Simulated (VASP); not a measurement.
# SnSe (Fm-3m) in VASP: notebook

SnSe is run at these levels: PBEsol; tasks: single point.

All numbers are computed with VASP 6.6.1; they aren't measurements. Logs are shortened: lines on timing, memory, paths and dates and some standing lists are left out, and cuts for length are marked.

### 1 The cell of the first run

The structure is cubic, space group Fm-3m (No. 225). The conventional cell has a = 6.020 Å, b = 6.020 Å, c = 6.020 Å, α = 90.00°, β = 90.00°, γ = 90.00°. Sn (site symmetry m-3m) has 6 Se at 3.01 Å within 4.0 Å. Se (site symmetry m-3m) has 6 Sn at 3.01 Å within 4.0 Å.

### 2 Single point, PBEsol

Contents of INCAR:

```
PREC = Accurate ; ENCUT = 520
EDIFF = 1E-7 ; ISMEAR = 0
SIGMA = 0.01 ; LREAL = False
LASPH = True ; NELM = 80
ALGO = Normal ; ISIF = 2
LWAVE = False ; LCHARG = True
GGA = PS ; LELF = True
LVHAR = True ; NBANDS = 17
```

Contents of KPOINTS:

```
regular mesh
0
Gamma
  2 2 2
```

Contents of POSCAR:

```
SnSe
1.0
    0.0000000000      3.0100000000      3.0100000000
    3.0100000000      0.0000000000      3.0100000000
    3.0100000000      3.0100000000      0.0000000000
Sn Se
1 1
Direct
    0.0000000000      0.0000000000      0.0000000000
    0.5000000000      0.5000000000      0.5000000000
```

Potentials or basis: VASP PAW PBE potentials, release 64 (Sn_d, Se).

The run is started by

```sh
> cat potpaw_PBE.64/Sn_d/POTCAR potpaw_PBE.64/Se/POTCAR > POTCAR
> mpirun -np 1 vasp_std > vasp.out
```

OUTCAR:

```text
PREC = Accurate
   ENCUT = 520
   EDIFF = 1E-7
   ISMEAR = 0
   LREAL = False
   LASPH = True
   NELM = 80
   ISIF = 2
   GGA = PS

 ion  position               nearest neighbor table
   1  0.000  0.000  0.000-   2 3.01   2 3.01   2 3.01   2 3.01   2 3.01   2 3.01
   2  0.500  0.500  0.500-   1 3.01   1 3.01   1 3.01   1 3.01   1 3.01   1 3.01

  LATTYP: Found a face centered cubic cell.
 ALAT       =     6.0200000000

  Lattice vectors:

 A1 = (   0.0000000000,   3.0100000000,   3.0100000000)
 A2 = (   3.0100000000,   0.0000000000,   3.0100000000)
 A3 = (   3.0100000000,   3.0100000000,   0.0000000000)

Analysis of symmetry for initial positions (statically):
=====================================================================
 Subroutine PRICEL returns:
 Original cell was already a primitive cell.

 Routine SETGRP: Setting up the symmetry group for a
 face centered cubic supercell.

 Subroutine GETGRP returns: Found 48 space group operations
 (whereof 48 operations were pure point group operations)
 out of a pool of 48 trial point group operations.

The static configuration has the point symmetry O_h .

Analysis of symmetry for dynamics (positions and initial velocities):
=====================================================================
 Subroutine PRICEL returns:
 Original cell was already a primitive cell.

 Routine SETGRP: Setting up the symmetry group for a
 face centered cubic supercell.

 Subroutine GETGRP returns: Found 48 space group operations
 (whereof 48 operations were pure point group operations)
 out of a pool of 48 trial point group operations.

The dynamic configuration has the point symmetry O_h .

 Subroutine INISYM returns: Found 48 space group operations
 (whereof 48 operations are pure point group operations),
 and found     1 'primitive' translations

----------------------------------------------------------------------------------------

                                     Primitive cell

  volume of cell :      54.5418

  direct lattice vectors                    reciprocal lattice vectors
     0.000000000  3.010000000  3.010000000    -0.166112957  0.166112957  0.166112957
     3.010000000  0.000000000  3.010000000     0.166112957 -0.166112957  0.166112957
     3.010000000  3.010000000  0.000000000     0.166112957  0.166112957 -0.166112957

  length of vectors
     4.256782823  4.256782823  4.256782823     0.287716081  0.287716081  0.287716081

  position of ions in fractional coordinates (direct lattice)
     0.000000000  0.000000000  0.000000000
     0.500000000  0.500000000  0.500000000

  ion indices of the primitive-cell ions
   primitive index   ion index
                 1           1
                 2           2

----------------------------------------------------------------------------------------

 KPOINTS: regular mesh

Automatic generation of k-mesh.
 Grid dimensions read from file:
 generate k-points for:    2    2    2

 Generating k-lattice:

  Cartesian coordinates                     Fractional coordinates (reciprocal lattice)
    -0.083056478  0.083056478  0.083056478     0.500000000  0.000000000  0.000000000
     0.083056478 -0.083056478  0.083056478     0.000000000  0.500000000  0.000000000
     0.083056478  0.083056478 -0.083056478     0.000000000  0.000000000  0.500000000

  Length of vectors
     0.143858040  0.143858040  0.143858040

  Shift w.r.t. Gamma in fractional coordinates (k-lattice)
     0.000000000  0.000000000  0.000000000

 Subroutine IBZKPT returns following result:
 ===========================================

 Found      3 irreducible k-points:

 Following reciprocal coordinates:
            Coordinates               Weight
  0.000000  0.000000  0.000000      1.000000
  0.500000  0.000000  0.000000      4.000000
  0.500000  0.500000  0.000000      3.000000
   k-points           NKPTS =      3   k-points in BZ     NKDIM =      3   number of bands    NBANDS=     17
   number of dos      NEDOS =    301   number of ions     NIONS =      2
   total plane-waves  NPLWV =  32768
   dimension x,y,z NGX =    32 NGY =   32 NGZ =   32
   dimension x,y,z NGXF=    64 NGYF=   64 NGZF=   64
   ions per type =               1   1
   NGX,Y,Z   is equivalent  to a cutoff of  12.50, 12.50, 12.50 a.u.
   NGXF,Y,Z  is equivalent  to a cutoff of  24.99, 24.99, 24.99 a.u.
 SYSTEM =  unknown system
   PREC   = accura    normal or accurate (medium, high low for compatibility)
   ISTART =      0    job   : 0-new  1-cont  2-samecut
   ICHARG =      2    charge: 1-file 2-atom 10-const
   ISPIN  =      1    spin polarized calculation?
   LNONCOLLINEAR =      F non collinear calculations
   LSORBIT =      F    spin-orbit coupling
   LASPH  =      T    aspherical Exc in radial PAW
   ENCUT  =  520.0 eV  38.22 Ry    6.18 a.u.   7.91  7.91  7.91*2*pi/ulx,y,z
   NELM   =     80;   NELMIN=  2; NELMDL= -5     # of ELM steps
   EDIFF  = 0.1E-06   stopping-criterion for ELM
   LREAL  =      F    real-space projection
   EDIFFG = 0.1E-05   stopping-criterion for IOM
   NSW    =      0    number of steps for IOM
   IBRION =     -1    ionic relax: 0-MD 1-quasi-New 2-CG
   NFREE  =      0    steps in history (QN), initial steepest desc. (CG)
   ISIF   =      2    stress and relaxation
   ISYM   =      2    0-nonsym 1-usesym 2-fastsym
   POTIM  = 0.5000    time-step for ionic-motion
   TEBEG  =    0.0;   TEEND  =   0.0 temperature during run
   PSTRESS=    0.0 pullay stress
   NELECT =      20.0000    total number of electrons
   NUPDOWN=      -1.0000    fix difference up-down
   EMIN   =  10.00;   EMAX   =-10.00  energy-range for DOS
   EFERMI =   0.00;   METHOD = LEGACY
   ISMEAR =     0;   SIGMA  =   0.01  broadening in eV -4-tet -1-fermi 0-gaus
   EFERMI_NEDOS =   21; number of points for ismear=-14 and -15
   IALGO  =     38    algorithm
   IMIX   =      4    mixing-type and parameters
     AMIX     =   0.40;   BMIX     =  1.00
     AMIX_MAG =   1.60;   BMIX_MAG =  1.00
  volume/ion in A,a.u.               =      27.27       184.03
  Fermi-wavevector in a.u.,A,eV,Ry     =   1.171768  2.214321 18.681350  1.373040
  Thomas-Fermi vector in A             =   2.308207
   LORBIT       =      0    0 simple, 1 ext, 2 COOP (PROOUT), +10 PAW based schemes
   GGA     = PS    functional components
   LHFCALC =     F    Hartree Fock is set to
   AEXX    =    0.0000 exact exchange contribution
   IVDW    =     0    specifies the selected vdW correction
   LEPSILON=     F    determine dielectric tensor
   LRPA    =     F    only Hartree local field effects (RPA)
 non-spin polarized calculation
 Gauss-broadening in eV      SIGMA  =   0.01
  energy-cutoff  :      520.00
  volume of cell :       54.54
 maximum number of plane-waves:      1476
 NGX is ok and might be reduce to    32
   NGX = 15   NGY = 15   NGZ = 15

 number of electron      20.0000005 magnetization

 Free energy of the ion-electron system (eV)
  ---------------------------------------------------
  ext. energy  EPLUGINS =         0.00000000
  ---------------------------------------------------
  free energy    TOTEN  =        -7.81056454 eV

  energy without entropy =       -7.81056454  energy(sigma->0) =       -7.81056454

 E-fermi :   5.3287     XC(G=0):  -9.8483

 val. band max:        5.2485456874   @ k =   0.5000   0.0000   0.0000
 cond. band min:       5.9255804239   @ k =   0.5000   0.0000   0.0000
 fundamental gap:      0.6770347365
 Fermi energy:         5.3286760023

 k-point     1 :       0.0000    0.0000    0.0000
  band No.  band energies     occupation
      1     -16.6082      2.00000
      2     -16.6082      2.00000
      3     -16.6051      2.00000
      4     -16.6051      2.00000
      5     -16.6051      2.00000
      6      -8.4219      2.00000
[... 9 lines left out ...]
     16      11.2008      0.00000
     17      13.4391      0.00000

 k-point     2 :       0.5000    0.0000    0.0000
  band No.  band energies     occupation
      1     -16.6151      2.00000
      2     -16.6151      2.00000
      3     -16.6027      2.00000
      4     -16.5932      2.00000
      5     -16.5932      2.00000
      6      -7.4423      2.00000
[... 9 lines left out ...]
     16      15.6007      0.00000
     17      15.6007      0.00000

 k-point     3 :       0.5000    0.5000    0.0000
  band No.  band energies     occupation
      1     -16.6338      2.00000
      2     -16.6114      2.00000
      3     -16.6009      2.00000
      4     -16.5882      2.00000
      5     -16.5882      2.00000
      6      -7.1663      2.00000
[... 9 lines left out ...]
     16      16.9127      0.00000
     17      18.0666      0.00000

------------------------ aborting loop because EDIFF is reached ----------------------------------------

  FORCE on cell =-STRESS in cart. coord.  units (eV):
  Direction    XX          YY          ZZ          XY          YZ          ZX
  --------------------------------------------------------------------------------------
  -------------------------------------------------------------------------------------
  Total       -1.1264125     -1.1264125     -1.1264125      0.0000000      0.0000000     -0.0000000
  in kB      -33.0886115    -33.0886115    -33.0886115      0.0000000      0.0000000     -0.0000000
  external PRESSURE =     -33.0886115 kB  Pullay stress =       0.0000000 kB

 VOLUME and BASIS-vectors are now :
 -----------------------------------------------------------------------------
  energy-cutoff  :      520.00
  volume of cell :       54.54
      direct lattice vectors                 reciprocal lattice vectors
     0.000000000  3.010000000  3.010000000    -0.166112957  0.166112957  0.166112957
     3.010000000  0.000000000  3.010000000     0.166112957 -0.166112957  0.166112957
     3.010000000  3.010000000  0.000000000     0.166112957  0.166112957 -0.166112957

 POSITION                                       TOTAL-FORCE (eV/Angst)
 -----------------------------------------------------------------------------------
      0.00000      0.00000      0.00000        -0.000000     -0.000000      0.000000
      3.01000      3.01000      3.01000         0.000000      0.000000     -0.000000
 -----------------------------------------------------------------------------------
    total drift:                                0.000000     -0.000000     -0.000000

  FREE ENERGIE OF THE ION-ELECTRON SYSTEM (eV)
  ---------------------------------------------------
  free  energy   TOTEN  =        -7.8105645432 eV

  energy  without entropy=       -7.8105645432  energy(sigma->0) =       -7.81056454
```

Run time: 6.6 s. Hardware: 1 thread of Intel Xeon Platinum 8488C (Sapphire Rapids), shared host; peak memory 0.17 GiB.

Results:

| Property | Result |
| --- | --- |
| Free energy | -7.8106 eV |
| Pressure | -3.3 GPa |
| Band gap on the k mesh | 0.68 eV, direct |

Caveat: the k points lie up to 0.90 Å⁻¹ apart; the PAW data sets were made with another functional, which shifts forces and pressure a little; spin-orbit coupling is left out, which moves the levels of the heavy elements. A k mesh can miss the band edges.

### 3 Single point, PBEsol

Contents of INCAR:

```
PREC = Accurate ; ENCUT = 520
EDIFF = 1E-7 ; ISMEAR = 0
SIGMA = 0.01 ; LREAL = F
LASPH = T ; NELM = 80
ALGO = Normal ; ISIF = 2
LWAVE = F ; LCHARG = T
GGA = PS ; LELF = T
LVHAR = T ; NBANDS = 17
```

Contents of KPOINTS:

```
regular mesh
0
Gamma
  4 4 4
```

POSCAR is that of step 2.

Potentials or basis: VASP PAW PBE potentials, release 64 (Sn_d, Se).

The run is started by

```sh
> cat potpaw_PBE.64/Sn_d/POTCAR potpaw_PBE.64/Se/POTCAR > POTCAR
> mpirun -np 1 vasp_std > vasp.out
```

OUTCAR:

```text
PREC = Accurate
   ENCUT = 520
   EDIFF = 1E-7
   ISMEAR = 0
   LREAL = F
   LASPH = T
   NELM = 80
   ISIF = 2
   GGA = PS

 ion  position               nearest neighbor table
   1  0.000  0.000  0.000-   2 3.01   2 3.01   2 3.01   2 3.01   2 3.01   2 3.01
   2  0.500  0.500  0.500-   1 3.01   1 3.01   1 3.01   1 3.01   1 3.01   1 3.01

  LATTYP: Found a face centered cubic cell.
 ALAT       =     6.0200000000

  Lattice vectors:
[... 326 lines left out ...]
     16      16.6444      0.00000
     17      18.1706      0.00000

------------------------ aborting loop because EDIFF is reached ----------------------------------------

  FORCE on cell =-STRESS in cart. coord.  units (eV):
  Direction    XX          YY          ZZ          XY          YZ          ZX
  --------------------------------------------------------------------------------------
  -------------------------------------------------------------------------------------
  Total       -1.1151972     -1.1151972     -1.1151972      0.0000000      0.0000000      0.0000000
  in kB      -32.7591614    -32.7591614    -32.7591614      0.0000000      0.0000000      0.0000000
  external PRESSURE =     -32.7591614 kB  Pullay stress =       0.0000000 kB

 VOLUME and BASIS-vectors are now :
 -----------------------------------------------------------------------------
  energy-cutoff  :      520.00
  volume of cell :       54.54
      direct lattice vectors                 reciprocal lattice vectors
     0.000000000  3.010000000  3.010000000    -0.166112957  0.166112957  0.166112957
     3.010000000  0.000000000  3.010000000     0.166112957 -0.166112957  0.166112957
     3.010000000  3.010000000  0.000000000     0.166112957  0.166112957 -0.166112957

 POSITION                                       TOTAL-FORCE (eV/Angst)
 -----------------------------------------------------------------------------------
      0.00000      0.00000      0.00000         0.000000     -0.000000      0.000000
      3.01000      3.01000      3.01000        -0.000000      0.000000     -0.000000
 -----------------------------------------------------------------------------------
    total drift:                                0.000000     -0.000000     -0.000000

  FREE ENERGIE OF THE ION-ELECTRON SYSTEM (eV)
  ---------------------------------------------------
  free  energy   TOTEN  =        -9.0296189161 eV

  energy  without entropy=       -9.0296189161  energy(sigma->0) =       -9.02961892
```

OSZICAR:

```text
N       E                     dE             d eps       ncg     rms          rms(c)
DAV:   1     0.131601452588E+03    0.13160E+03   -0.10145E+04   280   0.149E+03
DAV:   2     0.307857535269E+01   -0.12852E+03   -0.12518E+03   296   0.361E+02
DAV:   3    -0.887315453901E+01   -0.11952E+02   -0.11892E+02   343   0.927E+01
DAV:   4    -0.917124800397E+01   -0.29809E+00   -0.29791E+00   332   0.155E+01
DAV:   5    -0.918003858770E+01   -0.87906E-02   -0.87904E-02   389   0.263E+00    0.324E+00
DAV:   6    -0.903477854445E+01    0.14526E+00   -0.36308E-01   411   0.411E+00    0.197E+00
DAV:   7    -0.903007896857E+01    0.46996E-02   -0.55475E-02   334   0.127E+00    0.873E-01
DAV:   8    -0.902967176674E+01    0.40720E-03   -0.54208E-03   347   0.608E-01    0.666E-02
DAV:   9    -0.902961277012E+01    0.58997E-04   -0.76334E-04   375   0.199E-01    0.391E-02
DAV:  10    -0.902961806247E+01   -0.52923E-05   -0.86077E-05   363   0.736E-02    0.623E-03
DAV:  11    -0.902961901681E+01   -0.95433E-06   -0.50542E-06   358   0.152E-02    0.236E-03
DAV:  12    -0.902961890720E+01    0.10960E-06   -0.17549E-07   324   0.402E-03    0.871E-04
DAV:  13    -0.902961891609E+01   -0.88867E-08   -0.12579E-08   206   0.122E-03
   1 F= -.90296189E+01 E0= -.90296189E+01  d E =-.149269E-71
```

stdout:

```text
POSCAR found type information on POSCAR SnSe
 POSCAR found :  2 types and       2 ions
 scaLAPACK will be used
 -----------------------------------------------------------------------------
|                                                                             |
|                                                                             |
|     You enforced a specific xc type in the INCAR file but a different       |
|     I HOPE YOU KNOW WHAT YOU ARE DOING!                                     |
|                                                                             |
 -----------------------------------------------------------------------------

 LDA part: xc-table for (Slater+PW92), standard interpolation
 POSCAR, INCAR and KPOINTS ok, starting setup
 FFT: planning ... GRIDC
 FFT: planning ... GRID_SOFT
 FFT: planning ... GRID
 WAVECAR not read
 entering main loop
```

It took 6.6 s on 1 thread of Intel Xeon Platinum 8488C (Sapphire Rapids), shared host; peak memory 0.17 GiB.

Results:

* Free energy: -9.0296 eV
* Pressure: -3.3 GPa
* Band gap on the k mesh: 0.63 eV, direct

Levels at points of the mesh, in eV from the valence-band top:
```csv
k point,band 8,band 9,band 10,band 11,band 12,band 13
"(0.00, 0.00, 0.00)",-2.13,-2.13,-2.13,4.37,4.37,4.37
"(0.50, 0.00, 0.00)",-1.88,-1.88,0.00,0.63,1.31,1.31
"(0.50, 0.50, 0.00)",-5.43,-3.58,-3.58,3.01,5.40,5.40
```

Caveat: the k points lie up to 0.45 Å⁻¹ apart; the PAW data sets were made with another functional, which shifts forces and pressure a little; spin-orbit coupling is left out, which moves the levels of the heavy elements.

### 4 Single point, PBEsol

Contents of INCAR:

```
SYSTEM = SnSe
PREC     = Accurate       ! precision mode
ENCUT    = 520            ! plane-wave cutoff, eV
EDIFF    = 1E-6           ! SCF threshold, eV
ISMEAR   = 0              ! smearing method
SIGMA    = 0.01           ! smearing width, eV
LREAL    = .FALSE.        ! projectors in reciprocal space
LASPH    = .TRUE.         ! aspherical terms in the spheres
NELM     = 100            ! most SCF steps
ALGO     = Normal         ! electronic algorithm
ISIF     = 2              ! what is computed and relaxed
LWAVE    = .FALSE.        ! write WAVECAR
LCHARG   = .FALSE.        ! write CHGCAR
GGA      = PS             ! functional
NBANDS   = 17             ! bands
```

Contents of KPOINTS:

```
Automatic mesh
0
G
  5 5 5
  0 0 0
```

POSCAR is that of step 3.

The run is started by

```sh
> cat potpaw_PBE.64/Sn_d/POTCAR potpaw_PBE.64/Se/POTCAR > POTCAR
> mpirun -np 1 vasp_std > vasp.out
```

Wall time 8.3 s (1 thread of Intel Xeon Platinum 8488C (Sapphire Rapids), shared host); peak memory 0.17 GiB.

The run converged. Its results:

* Free energy: -9.0004 eV
* Pressure: -2.1 GPa

Levels at points of the mesh, in eV from the Fermi level:
```tsv
k point	band 7	band 8	band 9	band 10	band 11	band 12	band 13	band 14
(0.00, 0.00, 0.00)	-5.08	-2.15	-2.15	-2.15	4.31	4.31	4.31	5.83
```

Caveat: this odd mesh misses L, where the gap lies, so gap, dielectric constants and Born charges aren't listed; the PAW data sets were made with another functional, which shifts forces and pressure a little; spin-orbit coupling is left out, which moves the levels of the heavy elements.

### 5 Single point, PBEsol

Contents of INCAR:

```
PREC = Accurate
ENCUT = 520
EDIFF = 1E-6
ISMEAR = 0
SIGMA = 0.01
LREAL = False
LASPH = True
NELM = 100
ALGO = Normal
ISIF = 2
LWAVE = False
LCHARG = False
GGA = PS
NBANDS = 17
```

Contents of KPOINTS:

```
regular mesh
0
Gamma
  7 7 7
```

POSCAR is that of step 4.

The run is started by

```sh
> cat potpaw_PBE.64/Sn_d/POTCAR potpaw_PBE.64/Se/POTCAR > POTCAR
> mpirun -np 1 vasp_std > vasp.out
```

Wall time 13 s (1 thread of Intel Xeon Platinum 8488C (Sapphire Rapids), shared host); peak memory 0.18 GiB.

Results (log left out):

| Property | Result |
| --- | --- |
| Free energy | -8.9743 eV |
| Pressure | -1.9 GPa |

Levels at points of the mesh, in eV from the Fermi level:
```tsv
k point	band 8	band 9	band 10	band 11	band 12	band 13
(0.00, 0.00, 0.00)	-2.13	-2.13	-2.13	4.34	4.34	4.34
```

Caveat: this odd mesh misses L, where the gap lies, so gap, dielectric constants and Born charges aren't listed; the PAW data sets were made with another functional, which shifts forces and pressure a little; spin-orbit coupling is left out, which moves the levels of the heavy elements.

### 6 Summary

| k mesh | gap on the mesh (eV) | pressure (GPa) |
| --- | --- | --- |
| 2 × 2 × 2 | 0.68 | -3.3 |
| 4 × 4 × 4 | 0.63 | -3.3 |
| 5 × 5 × 5 | - | -2.1 |
| 7 × 7 × 7 | - | -1.9 |

Alike in all rows: task single point; level PBEsol; potentials or basis VASP PAW PBE potentials, release 64 (Sn_d, Se); no spin polarisation; cell as given; cutoff (eV) 520; smearing gaussian 0.01 eV.

Caveats: some runs use coarse meshes; the PAW data sets were made with another functional, which shifts forces and pressure a little; spin-orbit coupling is left out, which moves the levels of the heavy elements.

Total energies depend on the potentials used, so only differences within one code and one set of settings carry meaning.
